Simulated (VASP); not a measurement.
Here is a VASP 6.6.1 calculation.

INCAR

```
PREC     = Accurate       # precision mode
ENCUT    = 520            # plane-wave cutoff, eV
EDIFF    = 1E-6           # SCF threshold, eV
ISMEAR   = -1             # smearing method
SIGMA    = 0.05           # smearing width, eV
LREAL    = False          # projectors in reciprocal space
LASPH    = True           # aspherical terms in the spheres
NELM     = 100            # most SCF steps
ALGO     = Fast           # electronic algorithm
ISIF     = 2              # what is computed and relaxed
LWAVE    = False          # write WAVECAR
LCHARG   = True           # write CHGCAR
GGA      = PE             # functional
IVDW     = 12             # dispersion correction
LELF     = True           # ELF
LVHAR    = True         
NBANDS   = 16             # bands
```

KPOINTS

```
regular mesh
0
Gamma
  11 11 6
```

File POSCAR:

```
ZnRe
1.0
    2.7482183437      0.0000000000      0.0000000000
   -1.3741091718      2.3800269008      0.0000000000
    0.0000000000      0.0000000000      4.4940660000
Re Zn
1 1
Direct
    0.3333333333      0.6666666667      0.5000000000
    0.0000000000      0.0000000000      0.0000000000
```

Potentials or basis: VASP PAW PBE potentials, release 64 (Re, Zn).

Launch:

```console
$ cat potpaw_PBE.64/Re/POTCAR potpaw_PBE.64/Zn/POTCAR > POTCAR
$ mpirun -np 1 vasp_std > vasp.out
```

**Question.** Predict the pressure.

**Answer.** -7.5 GPa.

**Question.** Predict the dispersion energy per atom.

**Answer.** -0.532 eV.

Stress tensor (GPa, compression positive):
```
-7.56  0.00  0.00
 0.00 -7.56  0.00
 0.00  0.00 -7.30
```

Caveat: three body term missing; pairwise dispersion overbinds metals, which lowers pressure and volume.
